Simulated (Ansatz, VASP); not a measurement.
## P in VASP and in Ansatz

```
P
1.0
    -0.01445   -0.02015    2.46760
     4.94581   -0.10466   -0.02890
    -0.10466    4.89484   -0.04030
P
4
Cartesian
  -0.0593 -0.0560 -0.0043
  -0.0574 2.4026 2.4364
  2.3998 4.8610 2.3908
  2.4100 2.4170 2.4704
```

Change from the starting cell: cell x4, atoms moved at random (sigma 0.05 Å) and cell strained at random (1.5 %), then relaxed without symmetry.

Alike in both runs: task relaxation of cell and atoms; functional PBE; k mesh 8 × 4 × 4; occupations gaussian, width 0.2 eV; no spin polarisation.

|  | VASP | Ansatz |
| --- | --- | --- |
| version | VASP 6.6.1 | Ansatz 0.2.0 |
| potentials or method | VASP PAW PBE potentials, release 64 (P), cutoff 600 eV | scalar-relativistic, plane waves, PAW |
| valence electrons in the cell | 20 | 20 |

```tsv
	VASP	Ansatz	Ansatz less VASP
gap on the k mesh at the Fermi level, each at its own relaxed structure (eV)	none	none	-
relaxed volume (Å³/atom)	14.68	14.71	+0.030
relaxed length of the cell vector where the two differ most in proportion (Å)	4.900	4.908	+0.0089
```

A gap of «none» marks a metal or a gap that the smearing closes.
